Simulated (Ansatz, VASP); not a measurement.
One calculation of Sb, two programs

INCAR

```
SYSTEM = Sb
PREC     = Accurate       ! precision mode
ENCUT    = 520            ! plane-wave cutoff, eV
EDIFF    = 1E-7           ! SCF threshold, eV
ISMEAR   = -1             ! smearing method
SIGMA    = 0.05           ! smearing width, eV
LREAL    = .FALSE.        ! projectors in reciprocal space
LASPH    = .TRUE.         ! aspherical terms in the spheres
NELM     = 60             ! most SCF steps
ALGO     = Normal         ! electronic algorithm
ISIF     = 2              ! what is computed and relaxed
LWAVE    = .FALSE.        ! write WAVECAR
LCHARG   = .FALSE.        ! write CHGCAR
GGA      = PE             ! functional
NBANDS   = 12             ! bands
```

KPOINTS

```
Automatic mesh
0
G
  9 9 9
  0 0 0
```

File POSCAR:

```
Sb
1.0
    2.1290943287      1.2292331838      3.7440000000
   -2.1290943287      1.2292331838      3.7440000000
    0.0000000000     -2.4584663675      3.7440000000
Sb
2
Direct
    0.2336400000      0.2336400000      0.2336400000
    0.7663600000      0.7663600000      0.7663600000
```

Input for Ansatz:

```yaml
crystal:
  lattice:
    - [2.1290943287, 1.2292331838, 3.744]
    - [-2.1290943287, 1.2292331838, 3.744]
    - [0.0, -2.4584663675, 3.744]
  atoms:
    - { symbol: Sb, position: [0.23364, 0.23364, 0.23364] }
    - { symbol: Sb, position: [0.76636, 0.76636, 0.76636] }
kpoints:
  mp_grid: { grid: [9, 9, 9] }
  band_path:
    path:
      - [0.0, 0.0, 0.0]
      - [0.5, 0.5, 0.5]
      - [0.7614702888, 0.2385297112, 0.5]
      - [0.5, -0.2385297112, 0.2385297112]
      - [0.5, 0.0, 0.0]
      - [0.0, 0.0, 0.0]
      - [0.3692648556, -0.3692648556, 0.0]
      - [0.6307351444, 0.0, 0.3692648556]
      - [0.5, 0.0, 0.5]
    npoints: 5
scf:
  occupations: { method: fermi_dirac, width: 0.05 }
hamiltonian:
  xc: pbe
  pseudopotentials: { kind: all_electron, lapw: { basis_error: 0.0005 } }
output:
  forces: true
  stress: true
  eigenvalues: true
```

Change from the starting cell: equal xx and yy strain of -1 %.

Alike in both runs: task single point; functional PBE; k mesh 9 × 9 × 9; occupations fermi-dirac, width 0.05 eV; no spin polarisation.

|  | VASP | Ansatz |
| --- | --- | --- |
| version | VASP 6.6.1 | Ansatz 0.2.0 |
| potentials or method | VASP PAW PBE potentials, release 64 (Sb), cutoff 520 eV | all-electron LAPW, scalar-relativistic |

|  | VASP | Ansatz | Ansatz less VASP |
| --- | --- | --- | --- |
| pressure (GPa) | 4.6 | 4.5 | -0.09 |
| traceless stress, the component that is largest in VASP (GPa) | -0.78 | -0.74 | +0.042 |
| rms of the force components (eV/Å) | 0.204 | 0.175 | -0.0293 |

Atom by atom the forces differ by 0.029 eV/Å (rms over components). Ansatz ran all-electron here, and VASP with PAW potentials.

Neither program's run includes spin-orbit coupling.
